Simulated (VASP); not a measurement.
# MoS2 in VASP: a series of runs

Runs on MoS2. Level: PBEsol. Tasks: single point.

All numbers are computed with VASP 6.6.1; they aren't measurements. Logs are shortened: lines on timing, memory, paths and dates and some standing lists are left out, and cuts for length are marked.

## 1. The cell of the first run

The cell holds a slab with vacuum, 3 atoms: a = 3.184 Å, b = 3.184 Å, c = 17.335 Å, α = 90.00°, β = 90.00°, γ = 120.00°.

## 2. Single point, PBEsol

Contents of INCAR:

```
SYSTEM = MoS2
  ALGO = Normal
  EDIFF = 1E-7
  ENCUT = 520
  GGA = PS
  ISIF = 2
  ISMEAR = -1
  LASPH = .True.
  LCHARG = .False.
  LREAL = .False.
  LWAVE = .False.
  NBANDS = 20
  NELM = 80
  PREC = Accurate
  SIGMA = 0.1
```

Contents of KPOINTS:

```
k-points
0
Gamma
  6 6 1
  0 0 0
```

Contents of POSCAR:

```
MoS2
1.0
    3.1841260000      0.0000000000      0.0000000000
   -1.5920630000      2.7575340000      0.0000000000
    0.0000000000      0.0000000000     17.3346000000
Mo S
1 2
Direct
    0.0000000000      0.0000000000      0.0000000000
    0.3333333333      0.6666666667      0.0894930000
    0.3333333333      0.6666666667      0.9105070000
```

Potentials or basis: VASP PAW PBE potentials, release 64 (Mo_sv, S).

On the command line:

```bash
> cat potpaw_PBE.64/Mo_sv/POTCAR potpaw_PBE.64/S/POTCAR > POTCAR
> mpirun -np 1 vasp_std > vasp.out
```

OUTCAR:

```text
SYSTEM = MoS2
   EDIFF = 1E-7
   ENCUT = 520
   GGA = PS
   ISIF = 2
   ISMEAR = -1
   LASPH = .True.
   LREAL = .False.
   NELM = 80
   PREC = Accurate

 ion  position               nearest neighbor table
   1  0.000  0.000  0.000-   2 2.41   3 2.41   2 2.41   3 2.41   2 2.41   3 2.41
   2  0.333  0.667  0.089-   1 2.41   1 2.41   1 2.41
   3  0.333  0.667  0.911-   1 2.41   1 2.41   1 2.41

  LATTYP: Found a hexagonal cell.
 ALAT       =     3.1841260000
 C/A-ratio  =     5.4440684822

  Lattice vectors:

 A1 = (   3.1841260000,   0.0000000000,   0.0000000000)
 A2 = (  -1.5920630000,   2.7575340000,   0.0000000000)
 A3 = (   0.0000000000,   0.0000000000,  17.3346000000)

Analysis of symmetry for initial positions (statically):
=====================================================================
 Subroutine PRICEL returns:
 Original cell was already a primitive cell.

 Routine SETGRP: Setting up the symmetry group for a
 hexagonal supercell.

 Subroutine GETGRP returns: Found 12 space group operations
 (whereof 12 operations were pure point group operations)
 out of a pool of 24 trial point group operations.

The static configuration has the point symmetry D_3h.

Analysis of symmetry for dynamics (positions and initial velocities):
=====================================================================
 Subroutine PRICEL returns:
 Original cell was already a primitive cell.

 Routine SETGRP: Setting up the symmetry group for a
 hexagonal supercell.

 Subroutine GETGRP returns: Found 12 space group operations
 (whereof 12 operations were pure point group operations)
 out of a pool of 24 trial point group operations.

The dynamic configuration has the point symmetry D_3h.

 Subroutine INISYM returns: Found 12 space group operations
 (whereof 12 operations are pure point group operations),
 and found     1 'primitive' translations

----------------------------------------------------------------------------------------

                                     Primitive cell

  volume of cell :     152.2036

  direct lattice vectors                    reciprocal lattice vectors
     3.184126000  0.000000000  0.000000000     0.314057924  0.181321427  0.000000000
    -1.592063000  2.757534000  0.000000000     0.000000000  0.362642854  0.000000000
     0.000000000  0.000000000 17.334600000     0.000000000  0.000000000  0.057688092

  length of vectors
     3.184126000  3.184125996 17.334600000     0.362642854  0.362642854  0.057688092

  position of ions in fractional coordinates (direct lattice)
     0.000000000  0.000000000  0.000000000
     0.333333333  0.666666667  0.089493000
     0.333333333  0.666666667  0.910507000

  ion indices of the primitive-cell ions
   primitive index   ion index
                 1           1
                 2           2
                 3           3

----------------------------------------------------------------------------------------

 KPOINTS: k-points

Automatic generation of k-mesh.
 Grid dimensions read from file:
 generate k-points for:    6    6    1

 Generating k-lattice:

  Cartesian coordinates                     Fractional coordinates (reciprocal lattice)
     0.052342987  0.030220238  0.000000000     0.166666667  0.000000000  0.000000000
     0.000000000  0.060440476  0.000000000     0.000000000  0.166666667  0.000000000
     0.000000000  0.000000000  0.057688092     0.000000000  0.000000000  1.000000000

  Length of vectors
     0.060440476  0.060440476  0.057688092

  Shift w.r.t. Gamma in fractional coordinates (k-lattice)
     0.000000000  0.000000000  0.000000000

 Subroutine IBZKPT returns following result:
 ===========================================

 Found      7 irreducible k-points:

 Following reciprocal coordinates:
            Coordinates               Weight
  0.000000  0.000000  0.000000      1.000000
  0.166667 -0.000000  0.000000      6.000000
  0.333333  0.000000  0.000000      6.000000
  0.500000  0.000000  0.000000      3.000000
  0.166667  0.166667  0.000000      6.000000
  0.333333  0.166667  0.000000     12.000000
  0.333333  0.333333  0.000000      2.000000
   k-points           NKPTS =      7   k-points in BZ     NKDIM =      7   number of bands    NBANDS=     20
   number of dos      NEDOS =    301   number of ions     NIONS =      3
   total plane-waves  NPLWV =  80640
   dimension x,y,z NGX =    24 NGY =   24 NGZ =  140
   dimension x,y,z NGXF=    48 NGYF=   48 NGZF=  280
   ions per type =               1   2
   NGX,Y,Z   is equivalent  to a cutoff of  12.53, 12.53, 13.43 a.u.
   NGXF,Y,Z  is equivalent  to a cutoff of  25.06, 25.06, 26.85 a.u.
 SYSTEM =  MoS2
   PREC   = accura    normal or accurate (medium, high low for compatibility)
   ISTART =      0    job   : 0-new  1-cont  2-samecut
   ICHARG =      2    charge: 1-file 2-atom 10-const
   ISPIN  =      1    spin polarized calculation?
   LNONCOLLINEAR =      F non collinear calculations
   LSORBIT =      F    spin-orbit coupling
   LASPH  =      T    aspherical Exc in radial PAW
   ENCUT  =  520.0 eV  38.22 Ry    6.18 a.u.   5.92  5.92 32.23*2*pi/ulx,y,z
   NELM   =     80;   NELMIN=  2; NELMDL= -5     # of ELM steps
   EDIFF  = 0.1E-06   stopping-criterion for ELM
   LREAL  =      F    real-space projection
   EDIFFG = 0.1E-05   stopping-criterion for IOM
   NSW    =      0    number of steps for IOM
   IBRION =     -1    ionic relax: 0-MD 1-quasi-New 2-CG
   NFREE  =      0    steps in history (QN), initial steepest desc. (CG)
   ISIF   =      2    stress and relaxation
   ISYM   =      2    0-nonsym 1-usesym 2-fastsym
   POTIM  = 0.5000    time-step for ionic-motion
   TEBEG  =    0.0;   TEEND  =   0.0 temperature during run
   PSTRESS=    0.0 pullay stress
   NELECT =      26.0000    total number of electrons
   NUPDOWN=      -1.0000    fix difference up-down
   EMIN   =  10.00;   EMAX   =-10.00  energy-range for DOS
   EFERMI =   0.00;   METHOD = LEGACY
   ISMEAR =    -1;   SIGMA  =   0.10  broadening in eV -4-tet -1-fermi 0-gaus
   EFERMI_NEDOS =   21; number of points for ismear=-14 and -15
   IALGO  =     38    algorithm
   IMIX   =      4    mixing-type and parameters
     AMIX     =   0.40;   BMIX     =  1.00
     AMIX_MAG =   1.60;   BMIX_MAG =  1.00
  volume/ion in A,a.u.               =      50.73       342.37
  Fermi-wavevector in a.u.,A,eV,Ry     =   0.908359  1.716550 11.226391  0.825116
  Thomas-Fermi vector in A             =   2.032276
   LORBIT       =      0    0 simple, 1 ext, 2 COOP (PROOUT), +10 PAW based schemes
   GGA     = PS    functional components
   LHFCALC =     F    Hartree Fock is set to
   AEXX    =    0.0000 exact exchange contribution
   IVDW    =     0    specifies the selected vdW correction
   LEPSILON=     F    determine dielectric tensor
   LRPA    =     F    only Hartree local field effects (RPA)
 non-spin polarized calculation
  energy-cutoff  :      520.00
  volume of cell :      152.20
 maximum number of plane-waves:      4113
 NGX is ok and might be reduce to    24
   NGX = 11   NGY = 11   NGZ = 65

 number of electron      25.9999999 magnetization

 Free energy of the ion-electron system (eV)
  ---------------------------------------------------
  ext. energy  EPLUGINS =         0.00000000
  ---------------------------------------------------
  free energy    TOTEN  =       -23.40565198 eV

  energy without entropy =      -23.40556693  energy(sigma->0) =      -23.40560946

 E-fermi :  -0.6480     XC(G=0):  -4.4090

 val. band max:       -1.4475611650   @ k =   0.0000   0.0000   0.0000
 cond. band min:       0.1472638277   @ k =   0.3333   0.3333   0.0000
 fundamental gap:      1.5948249927
 Fermi energy:        -0.6480498932

 k-point     1 :       0.0000    0.0000    0.0000
  band No.  band energies     occupation
      1     -62.2415      2.00000
      2     -36.4231      2.00000
      3     -36.2092      2.00000
      4     -36.2092      2.00000
      5     -15.5785      2.00000
      6     -14.2231      2.00000
      7      -7.1514      2.00000
      8      -4.1538      2.00000
      9      -4.1538      2.00000
     10      -3.2173      2.00000
     11      -3.0262      2.00000
     12      -3.0262      2.00000
     13      -1.4476      1.99933
     14       1.2882      0.00000
     15       1.2882      0.00000
     16       1.5797      0.00000
     17       1.5797      0.00000
     18       3.9638      0.00000
     19       4.3207      0.00000
     20       4.6603      0.00000

 k-point     2 :       0.1667   -0.0000    0.0000
  band No.  band energies     occupation
      1     -62.2321      2.00000
      2     -36.4042      2.00000
      3     -36.3053      2.00000
      4     -36.2311      2.00000
      5     -15.1803      2.00000
      6     -14.0640      2.00000
      7      -6.7405      2.00000
      8      -4.9057      2.00000
      9      -4.4131      2.00000
     10      -3.7427      2.00000
     11      -3.5763      2.00000
     12      -2.5377      2.00000
     13      -1.7520      1.99997
     14       0.8639      0.00000
     15       1.0968      0.00000
     16       1.1823      0.00000
     17       1.8953      0.00000
     18       4.5730      0.00000
     19       4.8441      0.00000
     20       5.7493      0.00000

 k-point     3 :       0.3333    0.0000    0.0000
  band No.  band energies     occupation
      1     -62.2132      2.00000
      2     -36.4934      2.00000
      3     -36.3662      2.00000
      4     -36.2746      2.00000
      5     -14.2562      2.00000
      6     -13.7015      2.00000
      7      -6.7797      2.00000
      8      -5.6826      2.00000
      9      -5.4157      2.00000
     10      -4.3729      2.00000
     11      -3.0723      2.00000
     12      -2.8850      2.00000
     13      -2.4650      2.00000
     14       0.7448      0.00000
     15       0.8870      0.00000
     16       1.9302      0.00000
     17       2.6580      0.00000
     18       5.7778      0.00000
     19       6.0807      0.00000
     20       6.3942      0.00000

 k-point     4 :       0.5000    0.0000    0.0000
  band No.  band energies     occupation
      1     -62.2037      2.00000
      2     -36.5854      2.00000
      3     -36.3471      2.00000
      4     -36.2963      2.00000
      5     -13.6878      2.00000
      6     -13.4900      2.00000
      7      -7.3040      2.00000
      8      -6.2868      2.00000
      9      -5.5841      2.00000
     10      -4.6904      2.00000
     11      -3.3216      2.00000
     12      -2.4775      2.00000
     13      -2.1259      2.00000
     14       0.7563      0.00000
     15       1.2791      0.00000
     16       2.4061      0.00000
     17       2.8894      0.00000
     18       4.6448      0.00000
     19       6.3931      0.00000
     20       6.7845      0.00000

 k-point     5 :       0.1667    0.1667    0.0000
  band No.  band energies     occupation
      1     -62.2179      2.00000
      2     -36.4292      2.00000
      3     -36.3757      2.00000
      4     -36.2820      2.00000
      5     -14.5108      2.00000
      6     -13.7954      2.00000
      7      -6.4690      2.00000
      8      -5.3444      2.00000
      9      -5.1874      2.00000
     10      -4.6869      2.00000
     11      -3.4878      2.00000
     12      -2.4958      2.00000
     13      -2.2797      2.00000
     14       0.4860      0.00002
     15       1.0169      0.00000
     16       1.1937      0.00000
     17       2.7431      0.00000
     18       5.5605      0.00000
     19       5.8096      0.00000
     20       6.7811      0.00000

 k-point     6 :       0.3333    0.1667    0.0000
  band No.  band energies     occupation
      1     -62.2037      2.00000
      2     -36.5385      2.00000
      3     -36.3471      2.00000
      4     -36.3450      2.00000
      5     -13.7086      2.00000
      6     -13.4726      2.00000
      7      -6.8418      2.00000
      8      -6.4109      2.00000
      9      -5.3425      2.00000
     10      -4.7011      2.00000
     11      -3.8688      2.00000
     12      -3.1615      2.00000
     13      -2.0023      2.00000
     14       0.7399      0.00000
     15       1.3152      0.00000
     16       1.8924      0.00000
     17       2.9936      0.00000
     18       5.5399      0.00000
     19       7.1707      0.00000
     20       7.2100      0.00000

 k-point     7 :       0.3333    0.3333    0.0000
  band No.  band energies     occupation
      1     -62.1989      2.00000
      2     -36.4934      2.00000
      3     -36.4488      2.00000
      4     -36.3376      2.00000
      5     -13.4178      2.00000
      6     -13.3301      2.00000
      7      -6.9421      2.00000
      8      -6.1085      2.00000
      9      -5.5968      2.00000
     10      -5.0615      2.00000
     11      -4.3571      2.00000
     12      -3.6046      2.00000
     13      -1.5143      1.99965
     14       0.1473      0.00070
     15       1.6145      0.00000
     16       2.1091      0.00000
     17       3.4295      0.00000
     18       5.7335      0.00000
     19       6.1388      0.00000
     20       8.1412      0.00000

------------------------ aborting loop because EDIFF is reached ----------------------------------------

  FORCE on cell =-STRESS in cart. coord.  units (eV):
  Direction    XX          YY          ZZ          XY          YZ          ZX
  --------------------------------------------------------------------------------------
  -------------------------------------------------------------------------------------
  Total       -1.4149652     -1.4149652     -0.4608844      0.0000000     -0.0000000      0.0000000
  in kB      -14.8946872    -14.8946872     -4.8515183      0.0000000     -0.0000000      0.0000000
  external PRESSURE =     -11.5469642 kB  Pullay stress =       0.0000000 kB

 VOLUME and BASIS-vectors are now :
 -----------------------------------------------------------------------------
  energy-cutoff  :      520.00
  volume of cell :      152.20
      direct lattice vectors                 reciprocal lattice vectors
     3.184126000  0.000000000  0.000000000     0.314057924  0.181321427  0.000000000
    -1.592063000  2.757534000  0.000000000     0.000000000  0.362642854  0.000000000
     0.000000000  0.000000000 17.334600000     0.000000000  0.000000000  0.057688092

 POSITION                                       TOTAL-FORCE (eV/Angst)
 -----------------------------------------------------------------------------------
      0.00000      0.00000      0.00000        -0.000000     -0.000000      0.000000
     -0.00000      1.83836      1.55133         0.000000      0.000000     -0.141016
     -0.00000      1.83836     15.78327         0.000000      0.000000      0.141016
 -----------------------------------------------------------------------------------
    total drift:                                0.000000     -0.000000     -0.000000

  FREE ENERGIE OF THE ION-ELECTRON SYSTEM (eV)
  ---------------------------------------------------
  free  energy   TOTEN  =       -23.4056519819 eV

  energy  without entropy=      -23.4055669323  energy(sigma->0) =      -23.40560946
```

It took 43 s on 1 thread of Intel Xeon 8259CL, shared host; peak memory 0.26 GiB.

Results:

```
Free energy            : -23.4057 eV
Largest force          : 0.141 eV/Å
Band gap on the k mesh : 1.59 eV (least direct gap 1.66 eV)
```

Forces in eV/Å, atoms in the order of the input:
```
Mo   0.000  0.000  0.000
S    0.000  0.000 -0.141
S    0.000  0.000  0.141
```

Levels at points of the mesh, in eV from the valence-band top:
| k point | band 10 | band 11 | band 12 | band 13 | band 14 | band 15 | band 16 | band 17 |
| --- | --- | --- | --- | --- | --- | --- | --- | --- |
| (0.00, 0.00, 0.00) | -1.77 | -1.58 | -1.58 | 0.00 | 2.74 | 2.74 | 3.03 | 3.03 |
| (0.50, 0.00, 0.00) | -3.24 | -1.87 | -1.03 | -0.68 | 2.20 | 2.73 | 3.85 | 4.34 |

Caveat: the PAW data sets were made with another functional, which shifts forces and pressure a little.

## 3. Single point, PBEsol

Contents of INCAR:

```
SYSTEM = MoS2
PREC = Accurate
ENCUT = 520
EDIFF = 1E-6
ISMEAR = -1
SIGMA = 0.1
LREAL = .FALSE.
LASPH = .TRUE.
NELM = 60
ALGO = Normal
ISIF = 2
LWAVE = .FALSE.
LCHARG = .FALSE.
GGA = PS
NBANDS = 20
```

Contents of KPOINTS:

```
Automatic mesh
0
G
  6 6 1
  0 0 0
```

Edit POSCAR of step 2 so:

```diff
@@ -8,3 +8,3 @@
 Direct
-    0.0000000000      0.0000000000      0.0000000000
+    0.0000000000      0.0050000000      0.0000000000
     0.3333333333      0.6666666667      0.0894930000
```

Potentials or basis: VASP PAW PBE potentials, release 64 (Mo_sv, S).

On the command line:

```bash
> cat potpaw_PBE.64/Mo_sv/POTCAR potpaw_PBE.64/S/POTCAR > POTCAR
> mpirun -np 1 vasp_std > vasp.out
```

OUTCAR:

```text
SYSTEM = MoS2
   PREC = Accurate
   ENCUT = 520
   EDIFF = 1E-6
   ISMEAR = -1
   LREAL = .FALSE.
   LASPH = .TRUE.
   NELM = 60
   ISIF = 2
   GGA = PS

 ion  position               nearest neighbor table
   1  0.000  0.005  0.000-   2 2.39   3 2.39   2 2.41   3 2.41   2 2.42   3 2.42
   2  0.333  0.667  0.089-   1 2.39   1 2.41   1 2.42
   3  0.333  0.667  0.911-   1 2.39   1 2.41   1 2.42

  LATTYP: Found a hexagonal cell.
 ALAT       =     3.1841260000
 C/A-ratio  =     5.4440684822

  Lattice vectors:
[... 643 lines left out ...]

  FORCE on cell =-STRESS in cart. coord.  units (eV):
  Direction    XX          YY          ZZ          XY          YZ          ZX
  --------------------------------------------------------------------------------------
  -------------------------------------------------------------------------------------
  Total       -1.4951585     -1.3271809     -0.4523869      0.0491019      0.0000000      0.0000000
  in kB      -15.7388451    -13.9706229     -4.7620687      0.5168734      0.0000000      0.0000000
  external PRESSURE =     -11.4905122 kB  Pullay stress =       0.0000000 kB

 VOLUME and BASIS-vectors are now :
 -----------------------------------------------------------------------------
  energy-cutoff  :      520.00
  volume of cell :      152.20
      direct lattice vectors                 reciprocal lattice vectors
     3.184126000  0.000000000  0.000000000     0.314057924  0.181321427  0.000000000
    -1.592063000  2.757534000  0.000000000     0.000000000  0.362642854  0.000000000
     0.000000000  0.000000000 17.334600000     0.000000000  0.000000000  0.057688092

 POSITION                                       TOTAL-FORCE (eV/Angst)
 -----------------------------------------------------------------------------------
     -0.00796      0.01379      0.00000         0.157998     -0.275607      0.000000
     -0.00000      1.83836      1.55133        -0.078999      0.137803     -0.138154
     -0.00000      1.83836     15.78327        -0.078999      0.137803      0.138154
 -----------------------------------------------------------------------------------
    total drift:                               -0.000258      0.000455     -0.000000

  FREE ENERGIE OF THE ION-ELECTRON SYSTEM (eV)
  ---------------------------------------------------
  free  energy   TOTEN  =       -23.4031261399 eV

  energy  without entropy=      -23.4030410743  energy(sigma->0) =      -23.40308361
```

Wall time 1.8 min (1 thread of Intel Xeon 8259CL, shared host); peak memory 0.28 GiB.

Results:

- Free energy: -23.4031 eV
- Largest force: 0.318 eV/Å
- Band gap on the k mesh: 1.60 eV (least direct gap 1.66 eV)

Forces in eV/Å, atoms in the order of the input:
```
Mo   0.158 -0.276  0.000
S   -0.079  0.138 -0.138
S   -0.079  0.138  0.138
```

Caveat: the PAW data sets were made with another functional, which shifts forces and pressure a little.
